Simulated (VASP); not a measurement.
**Lu: single point with PBE**

Lu:

```
CELL_PARAMETERS angstrom
0.00000 2.33778 2.33778
2.33778 0.00000 2.33778
2.33778 2.33778 0.00000
ATOMIC_POSITIONS crystal
Lu 0.00000 0.00000 0.00000
```

This isn't the form of Lu at room conditions, which is hcp.

| Item | Value |
| --- | --- |
| Program | VASP 6.6.1 |
| Task | single point |
| Functional | PBE |
| Potentials or basis | VASP PAW PBE potentials, release 64 (Lu) |
| Cutoff | 520 eV |
| k mesh | 14 × 14 × 14 |
| Occupations | fermi-dirac, width 0.05 eV |
| Spin | no spin polarisation |
| Dipole correction | no |
| Further INCAR settings | ALGO = Normal; EDIFF = 1e-07; NBANDS = 18 |

```json
{
  "Pressure": "6.9 GPa",
  "Band gap on the k mesh": "zero (an odd number of electrons rules out a gap without spin polarisation)"
}
```

Levels at points of the mesh, in eV from the Fermi level:
```
           k point  band 9  band 10  band 11  band 12  band 13  band 14  band 15  band 16
(0.00, 0.00, 0.00)   -4.80    -4.69    -4.69    -4.69     2.36     2.36     2.36     5.13
(0.50, 0.00, 0.00)   -4.72    -4.72    -4.69    -2.82     0.71     2.10     2.10     7.19
(0.50, 0.50, 0.00)   -4.73    -4.73    -4.73    -2.40    -1.13     2.54     7.22     7.82
```

It took 99 s on 1 thread of AMD EPYC 7R13, with other jobs on the host, peak memory 0.2 GiB.

Caveat: the cell stands under pressure; spin-orbit coupling is left out, which moves the levels of the heavy elements.
